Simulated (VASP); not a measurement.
Crystal: CoSi (rocksalt type).

```
Co Si
1.0
     0.00000    2.29239    2.29239
     2.29239    0.00000    2.29239
     2.29239    2.29239    0.00000
Co Si
1 1
Direct
  0.00000 0.00000 0.00000
  0.50000 0.50000 0.50000
```

| Property | Result |
| --- | --- |
| Program | VASP 6.6.1 |
| Task | relaxation of cell and atoms |
| Functional | PBE |
| Potentials or basis | VASP PAW PBE potentials, release 64 (Co, Si) |
| Cutoff | 600 eV |
| k mesh | 15 × 15 × 15 |
| Occupations | fermi-dirac, width 0.05 eV |
| Spin | no spin polarisation |

At the start: pressure 9.1 GPa; volume 12.05 Å³/atom.

**Question.** Where does the relaxation end?

**Answer.** Over 6 steps the energy falls by 16.7 meV/atom and the volume is 12.67 Å³/atom (+5.1 %); space group Fm-3m (No. 225, to 0.1 Å) before and after.

The path:
| step | energy change (eV) | largest force (eV/Å) | pressure (GPa) | volume (Å³) |
| --- | --- | --- | --- | --- |
| 1 | 0.0000 | 0.0000 | 9.08 | 24.09 |
| 2 | -0.0063 | 0.0000 | -6.87 | 26.55 |
| 3 | -0.0335 | 0.0000 | 0.19 | 25.34 |
| 4 | -0.0335 | 0.0000 | -0.20 | 25.37 |
| 5 | -0.0335 | 0.0000 | 0.08 | 25.32 |
| 6 | -0.0335 | 0.0000 | 0.04 | 25.33 |

Final structure:
```cif
data_structure
_symmetry_space_group_name_H-M 'P 1'
_symmetry_Int_Tables_number 1
_cell_length_a 3.2965
_cell_length_b 3.2965
_cell_length_c 3.2965
_cell_angle_alpha 60.000
_cell_angle_beta 60.000
_cell_angle_gamma 60.000
_cell_volume 25.33
loop_
_atom_site_label
_atom_site_type_symbol
_atom_site_fract_x
_atom_site_fract_y
_atom_site_fract_z
_atom_site_occupancy
Co1 Co 0.00000 0.00000 0.00000 1
Si1 Si 0.50000 0.50000 0.50000 1
```

Caveat: the run has no spin polarisation, though such a crystal can be magnetic.
